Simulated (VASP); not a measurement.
Runs of VASP 6.6.1 on HfSiO4. The structure is that of space group I4_1/amd (No. 141), or close to it. The cells are those of the table. 

| cell | gap on the mesh (eV) | pressure (GPa) | largest force (eV/Å) |
| --- | --- | --- | --- |
| a = 5.529 Å, angles 107.0, 107.0, 114.6°, 12 atoms | 5.96 | -1.8 | 0.22 |
| a = 5.695 Å, angles 107.0, 107.0, 114.6°, 12 atoms | 5.43 | -18.9 | 0.18 |
| a = 5.640 Å, angles 107.0, 107.0, 114.6°, 12 atoms | (c) | (b) | 0.19 |
| a = 5.419 Å, angles 107.0, 107.0, 114.6°, 12 atoms | 6.30 | (d) | 0.24 |
| a = 5.585 Å, angles 107.0, 107.0, 114.6°, 12 atoms | 5.78 | -8.3 | 0.21 |
| a = 5.474 Å, angles 107.0, 107.0, 114.6°, 12 atoms | 6.13 | 5.8 | (a) |

Alike in all rows: task single point; level r2SCAN; potentials or basis VASP PAW PBE potentials, release 64 (Hf_pv, Si, O); no spin polarisation; k mesh 6 × 6 × 6; cutoff (eV) 520; smearing gaussian 0.01 eV.

Problem. Fill in the values left out.

Solution. (a) 0.23; (b) -14.0; (c) 5.61; (d) 14.6.

Caveats: the PAW data sets were made with another functional, which shifts forces and pressure a little; spin-orbit coupling is left out, which moves the levels of the heavy elements.

A k mesh can miss the band edges, and the runs leave out spin-orbit coupling on Hf.
